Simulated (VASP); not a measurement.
BAs:

```
CELL_PARAMETERS angstrom
2.93437 0.00000 0.00000
0.00000 2.93437 0.00000
0.00000 0.00000 2.93437
ATOMIC_POSITIONS crystal
B 0.50000 0.50000 0.50000
As 0.00000 0.00000 0.00000
```

* Program: VASP 6.6.1
* Task: relaxation of cell and atoms
* Functional: PBEsol-based global hybrid with 25 % exact exchange
* Potentials or basis: VASP PAW PBE potentials, release 64 (B, As)
* Cutoff: 600 eV
* k mesh: 5 × 5 × 5
* Occupations: fermi-dirac, width 0.05 eV
* Spin: no spin polarisation

At the start: pressure -9.3 GPa; volume 12.63 Å³/atom.

Q: Where does the relaxation end?

A: Over 4 steps the energy falls by 32.9 meV/atom and the volume is 11.67 Å³/atom (-7.6 %); space group Pm-3m (No. 221, to 0.1 Å) before and after.

The path:
```csv
step,energy change (eV),largest force (eV/Å),pressure (GPa),volume (Å³)
1,0.0000,0.0000,-9.29,25.27
2,-0.0569,0.0000,4.52,22.68
3,-0.0657,0.0000,0.30,23.28
4,-0.0658,0.0000,-0.06,23.34
```

Final structure:
```
B As
1.0
     2.85777    0.00000    0.00000
     0.00000    2.85777    0.00000
     0.00000    0.00000    2.85777
B As
1 1
Direct
  0.50000 0.50000 0.50000
  0.00000 0.00000 0.00000
```

Caveat: the k points lie up to 0.44 Å⁻¹ apart in the final cell, too coarse for converged energies and pressures of a metal; the PAW data sets were made with another functional, which shifts forces and pressure a little.
